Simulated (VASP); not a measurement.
Input of a VASP 6.6.1 run:

The input INCAR:

```
PREC = Accurate
ENCUT = 520
EDIFF = 1E-6
ISMEAR = 0
SIGMA = 0.05
LREAL = False
LASPH = True
NELM = 150
ALGO = Normal
ISIF = 2
LWAVE = False
LCHARG = True
ISPIN = 2
MAGMOM = 0.4 0.4 0.4 0.4 0.4 0.4 0.4 0.4
LORBIT = 11
GGA = PE
LELF = True
LVHAR = True
NBANDS = 30
```

KPOINTS

```
Automatic mesh
0
Gamma
  1 1 1
```

Contents of POSCAR:

```
MgO
1.0
   11.8000000000      0.0000000000      0.0000000000
    0.0000000000     11.7000000000      0.0000000000
    0.0000000000      0.0000000000     12.2000000000
Mg O
4 4
Direct
    0.4998086077      0.4587021362      0.6307785768
    0.3710758124      0.4667064720      0.4551822640
    0.5589108468      0.3462425371      0.4533909071
    0.5684915784      0.5704105026      0.4562235789
    0.4994412547      0.4625252498      0.3523936667
    0.4231993447      0.3386077075      0.5460472813
    0.6422850176      0.4536293107      0.5471803945
    0.4338890035      0.5873403281      0.5492064841
```

Potentials or basis: VASP PAW PBE potentials, release 64 (Mg, O).

Run with:

```sh
$ cat potpaw_PBE.64/Mg/POTCAR potpaw_PBE.64/O/POTCAR > POTCAR
$ mpirun -np 1 vasp_gam > vasp.out
```

Q: Predict the gap between the frontier levels.

A: 2.27 eV.

Q: What does it give for the net moment?

A: 0.00 μB per cell.

Forces in eV/Å, atoms in the order of the input:
```
Mg   0.002  0.000 -0.060
Mg   0.055  0.000  0.019
Mg  -0.030  0.046  0.018
Mg  -0.030 -0.048  0.016
O   -0.001  0.003 -0.042
O   -0.017 -0.037  0.017
O    0.038  0.000  0.016
O   -0.017  0.036  0.015
```
